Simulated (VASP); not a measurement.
InB3As4:

```xyz
8
Lattice="3.5216 0.0000 0.0000 0.0000 3.5216 4.9803 0.0000 -3.5216 4.9803" Properties=species:S:1:pos:R:3 pbc="T T T"
B     0.0000    0.0000    0.0000
B     1.7608   -1.7608    2.4902
B     1.7608    1.7608    2.4902
In    0.0000    0.0000    4.9803
As    1.7608    0.0000    1.2451
As    0.0000   -1.7608    3.7353
As    0.0000    1.7608    3.7353
As    1.7608    0.0000    6.2254
```

- Program: VASP 6.6.1
- Task: relaxation of cell and atoms
- Functional: PBE
- Potentials or basis: VASP PAW PBE potentials, release 64 (B, In_d, As)
- Cutoff: 600 eV
- k mesh: 6 × 4 × 4
- Occupations: fermi-dirac, width 0.02 eV
- Spin: no spin polarisation

At the start: pressure 26.8 GPa; volume 15.44 Å³/atom.

Q: Where does the relaxation end?

A: Over 24 steps the energy falls by 544.6 meV/atom and the volume is 17.69 Å³/atom (+14.5 %); space group Amm2 (No. 38, to 0.1 Å) before and after.

Step by step:
```
step  energy change (eV)  largest force (eV/Å)  pressure (GPa)  volume (Å³)
   1              0.0000               10.1560           26.82       123.53
   2             -1.6304                2.2880          -11.12       175.75
   3             -4.1561                0.8829           -3.36       146.77
   4             -4.1702                1.1423           -2.66       145.64
   5             -4.1731                1.3418           -2.10       144.78
   6             -4.3014                0.3026            0.14       141.03
   7             -4.3018                0.2946            0.26       140.85
   8             -4.3441                0.1979            0.66       140.24
   9             -4.3453                0.2533            0.76       140.12
  10             -4.3543                0.0869           -0.16       141.57
  11             -4.3543                0.0875           -0.20       141.64
  12             -4.3556                0.0504            0.02       141.40
  13             -4.3557                0.0644            0.09       141.33
  14             -4.3561                0.0489            0.04       141.45
  15             -4.3562                0.0729            0.01       141.51
  16             -4.3564                0.0398           -0.05       141.60
  17             -4.3565                0.0633           -0.07       141.65
  18             -4.3567                0.0474           -0.05       141.61
  19             -4.3570                0.0270            0.03       141.50
  20             -4.3572                0.0158           -0.01       141.53
  21             -4.3572                0.0110           -0.02       141.56
  22             -4.3572                0.0051            0.00       141.51
  23             -4.3572                0.0060            0.00       141.50
  24             -4.3572                0.0046            0.02       141.49
```

Final structure:
```
B In As
1.0
     3.59748    0.00000    0.00000
     0.00000    3.72317    5.28174
     0.00000   -3.72317    5.28174
B In As
3 1 4
Direct
  0.00000 0.99592 0.99592
  0.50000 0.99123 0.51391
  0.50000 0.51391 0.99123
  0.00000 0.49370 0.49370
  0.50000 0.12272 0.12272
  0.00000 0.08576 0.64197
  0.00000 0.64197 0.08576
  0.50000 0.65480 0.65480
```
